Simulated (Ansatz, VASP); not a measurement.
## Two plane-wave programs on La4AgSb8Au3

```
La Au Ag Sb
1.0
     4.40143   -4.40143    0.00000
     4.40143    4.40143    0.00000
     0.00000    0.00000   10.46599
La Au Ag Sb
4 3 1 8
Cartesian
  4.4140 -2.2007 2.6548
  4.3889 2.2007 2.6548
  2.2007 0.0125 7.8112
  6.6021 -0.0125 7.8112
  0.0000 0.0000 0.0000
  4.4014 0.0000 0.0000
  2.2007 2.2007 0.0000
  2.2007 -2.2007 0.0000
  4.3997 -2.2007 8.6685
  4.4032 2.2007 8.6685
  2.2007 -0.0017 1.7975
  6.6021 0.0017 1.7975
  0.0000 0.0000 5.2330
  4.4014 0.0000 5.2330
  2.2007 2.2007 5.2330
  2.2007 -2.2007 5.2330
```

Alike in both runs: functional PBEsol; k mesh 6 × 6 × 4; occupations gaussian, width 0.1 eV; no spin polarisation.

Ansatz relaxed the structure, and its values are those at the end. VASP's run is a single point on that final structure, the one shown.

```csv
,VASP,Ansatz
version,VASP 6.6.1,Ansatz 0.2.0
potentials or method,"VASP PAW PBE potentials, release 64 (La, Au, Ag, Sb), cutoff 520 eV","scalar-relativistic, plane waves, PAW"
valence electrons in the cell,128,240
```

```csv
,VASP,Ansatz,Ansatz less VASP
gap on the k mesh at the Fermi level (eV),none,none,-
pressure (GPa),-0.1,0.0,+0.08
```

VASP's potentials were made for PBE, not for PBEsol. A gap of «none» marks a metal or a gap that the smearing closes. VASP's potentials hold 128 valence electrons a cell and Ansatz's 240, so a difference there can come from the potentials and not from the codes.

Spin-orbit coupling is off throughout.
